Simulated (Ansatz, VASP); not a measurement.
Two plane-wave programs on KF

The input INCAR:

```
SYSTEM = KF
  PREC = Accurate
  ENCUT = 520
  EDIFF = 1E-7
  ISMEAR = -1
  SIGMA = 0.02
  LREAL = .False.
  LASPH = .True.
  NELM = 80
  ALGO = Normal
  ISIF = 2
  LWAVE = .False.
  LCHARG = .True.
  GGA = PE
  LELF = .True.
  LVHAR = .True.
  NBANDS = 15
```

Contents of KPOINTS:

```
Automatic mesh
0
Gamma
  8 8 8
  0 0 0
```

The input POSCAR:

```
KF
1.0
   -0.0391876091      2.9354014298      2.9354014298
    2.9354014298     -0.0391876091      2.9354014298
    2.8962138207      2.8962138207      0.0000000000
K F
1 1
Direct
   -0.0029754569     -0.0029754569      0.0029754569
    0.2529754569      0.2529754569      0.2470245431
```

Input for Ansatz:

```yaml
crystal:
  lattice:
    - [-0.0391876091, 2.9354014298, 2.9354014298]
    - [2.9354014298, -0.0391876091, 2.9354014298]
    - [2.8962138207, 2.8962138207, 0.0]
  atoms:
    - { symbol: K, position: [-0.0029754569, -0.0029754569, 0.0029754569] }
    - { symbol: F, position: [0.2529754569, 0.2529754569, 0.2470245431] }
kpoints:
  mp_grid: { grid: [8, 8, 8] }
  band_path:
    path:
      - [0.0, 0.0, 0.0]
      - [-0.5, -0.5, 0.0]
      - [-0.375, -0.375, 0.25]
      - [-0.375, 0.0, 0.375]
      - [0.0, 0.0, 0.5]
      - [-0.5, -0.25, 0.25]
    npoints: 1
hamiltonian:
  xc: pbe
scf:
  occupations: { method: fermi_dirac, width: 0.02 }
  n_extra_bands: 4
output:
  forces: true
  stress: true
  eigenvalues: true
```

Change from the starting cell: shear_xy strain -2.7%.

Alike in both runs: task single point; functional PBE; k mesh 8 × 8 × 8; occupations fermi-dirac, width 0.02 eV; no spin polarisation.

|  | VASP | Ansatz |
| --- | --- | --- |
| version | VASP 6.6.1 | Ansatz 0.2.0 |
| potentials or method | VASP PAW PBE potentials, release 64 (K_sv, F) | plane waves, PAW |
| plane-wave cutoff (eV) | 520 | 420 |
| valence electrons in the cell | 16 | 16 |

```csv
,VASP,Ansatz,Ansatz less VASP
gap on the k mesh at the Fermi level (eV),5.15,5.16,+0.011
pressure (GPa),0.9,0.9,-0.04
"traceless stress, the component that is largest in VASP (GPa)",0.17,0.17,+0.002
```
